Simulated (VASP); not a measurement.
Here is a VASP 6.6.1 calculation.

The input INCAR:

```
SYSTEM = Ce
PREC = Accurate ; ENCUT = 500
EDIFF = 1E-6 ; ISMEAR = 0
SIGMA = 0.6 ; LREAL = .FALSE.
LASPH = .TRUE. ; NELM = 200
ALGO = Normal ; ISIF = 2
LWAVE = .FALSE. ; LCHARG = .FALSE.
GGA = PE ; NBANDS = 12
GGA_COMPAT = .FALSE. ; LMAXMIX = 6
```

KPOINTS

```
regular mesh
0
G
  11 11 11
  0 0 0
```

The input POSCAR:

```
Ce
1.0
    0.0000000000      2.3774557595      2.3774557595
    2.3774557595      0.0000000000      2.3774557595
    2.3774557595      2.3774557595      0.0000000000
Ce
1
Direct
    0.0000000000      0.0000000000      0.0000000000
```

Potentials or basis: VASP PAW PBE potentials, release 64 (Ce).

Command:

```bash
$ cat potpaw_PBE.64/Ce/POTCAR > POTCAR
$ mpirun -np 1 vasp_std > vasp.out
```

(1) Estimate the pressure.

(2) Estimate the band gap on the k mesh.

## Answers

(1) 2.3 GPa.

(2) zero (band 6 reaches 9.64 eV, above the bottom of band 7 at 9.20 eV).

Caveat: spin-orbit coupling is left out, which moves the levels of the heavy elements.
